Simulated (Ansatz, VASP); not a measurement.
## AlTlS3: VASP beside Ansatz

File INCAR:

```
SYSTEM = AlTlS3
ALGO = Normal ; EDIFF = 1E-6
ENCUT = 520 ; GGA = PE
ISIF = 2 ; ISMEAR = 0
LASPH = .True. ; LCHARG = .False.
LREAL = .False. ; LWAVE = .False.
NBANDS = 45 ; NELM = 80
PREC = Accurate ; SIGMA = 0.1
```

KPOINTS

```
k-points
0
Gamma
  4 2 2
  0 0 0
```

POSCAR

```
AlTlS3
1.0
    3.7135441073      0.0000000000      0.0000000000
    0.0000000000      6.4320470700      0.0000000000
    0.0000000000      0.0000000000     10.0965623988
Al Tl S
2 2 6
Direct
    0.5000000000      0.1666666667      0.1781450604
    1.0000000000      0.6666666667      0.1781450604
    0.0000000000      0.3333333333      0.8279217820
    0.5000000000      0.8333333333      0.8279217820
    1.0000000000      0.0000000000      0.0234552243
    0.5000000000      0.5000000000      0.0234552243
    0.0000000000      0.3333333333      0.2824894881
    0.5000000000      0.8333333333      0.2824894881
    0.5000000000      0.1666666667      0.6879884454
    1.0000000000      0.6666666667      0.6879884454
```

Input for Ansatz:

```yaml
crystal:
  lattice:
    - [3.7135441073, 0.0, 0.0]
    - [0.0, 6.43204707, 0.0]
    - [0.0, 0.0, 10.0965623988]
  atoms:
    - { symbol: Al, position: [0.5, 0.1666666667, 0.1781450604] }
    - { symbol: Al, position: [1.0, 0.6666666667, 0.1781450604] }
    - { symbol: Tl, position: [0.0, 0.3333333333, 0.827921782] }
    - { symbol: Tl, position: [0.5, 0.8333333333, 0.827921782] }
    - { symbol: S, position: [1.0, 0.0, 0.0234552243] }
    - { symbol: S, position: [0.5, 0.5, 0.0234552243] }
    - { symbol: S, position: [0.0, 0.3333333333, 0.2824894881] }
    - { symbol: S, position: [0.5, 0.8333333333, 0.2824894881] }
    - { symbol: S, position: [0.5, 0.1666666667, 0.6879884454] }
    - { symbol: S, position: [1.0, 0.6666666667, 0.6879884454] }
basis:
  ecutwfc: 420
kpoints:
  mp_grid: { grid: [4, 2, 2] }
hamiltonian:
  xc: pbe
scf:
  occupations: { method: gaussian, width: 0.1 }
  lower_state_search: "off"
output:
  forces: true
  stress: true
  eigenvalues: true
```

Alike in both runs: task single point; functional PBE; k mesh 4 × 2 × 2; occupations gaussian, width 0.1 eV; no spin polarisation.

```csv
,VASP,Ansatz
version,VASP 6.6.1,Ansatz 0.2.0
potentials or method,"VASP PAW PBE potentials, release 64 (Al, Tl_d, S), cutoff 520 eV","scalar-relativistic, plane waves, PAW"
valence electrons in the cell,68,68
```

|  | VASP | Ansatz | Ansatz less VASP |
| --- | --- | --- | --- |
| gap on the k mesh at the Fermi level (eV) | 0.41 | 0.43 | +0.013 |
| least direct gap on the mesh (eV) | 0.42 | 0.43 | +0.013 |
| pressure (GPa) | 0.0 | 0.1 | +0.10 |
| traceless stress, the component that is largest in VASP (GPa) | 0.25 | 0.27 | +0.012 |
| rms of the force components (eV/Å) | 0.011 | 0.012 | +0.0004 |

Atom by atom the forces differ by 0.006 eV/Å (rms over components).

The k mesh is coarse, so the values compare programs but aren't converged. Spin-orbit coupling is off throughout.
